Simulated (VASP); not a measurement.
Input of a VASP 6.6.1 run:

File INCAR:

```
  ALGO = Normal
  EDIFF = 1E-6
  ENCUT = 500
  GGA = PS
  GGA_COMPAT = False
  ISIF = 2
  ISMEAR = 0
  LASPH = True
  LCHARG = False
  LREAL = False
  LWAVE = False
  NBANDS = 16
  NELM = 120
  PREC = Accurate
  SIGMA = 0.02
```

File KPOINTS:

```
k-points
0
Gamma
  10 10 10
```

File POSCAR:

```
GaAs
1.0
    0.0000000000      2.7191670983      2.9265742757
    2.7191670983      0.0000000000      2.9265742757
    2.7191670983      2.7191670983      0.0000000000
Ga As
1 1
Direct
    0.0000000000      0.0000000000      0.0000000000
    0.2500000000      0.2500000000      0.2500000000
```

Potentials or basis: VASP PAW PBE potentials, release 64 (Ga_d, As).

The run is started by

```console
$ cat potpaw_PBE.64/Ga_d/POTCAR potpaw_PBE.64/As/POTCAR > POTCAR
$ mpirun -np 1 vasp_std > vasp.out
```

(1) Predict the pressure.

(2) Estimate the band gap on the k mesh.

Results:

(1) 3.6 GPa.

(2) 0.57 eV.

Caveat: the cell differs from its parent crystal (strained cell); the stress differs along the axes, from 0 to 5 GPa; semilocal functionals underestimate gaps, and a narrow one can read as zero; the PAW data sets were made with another functional, which shifts forces and pressure a little.
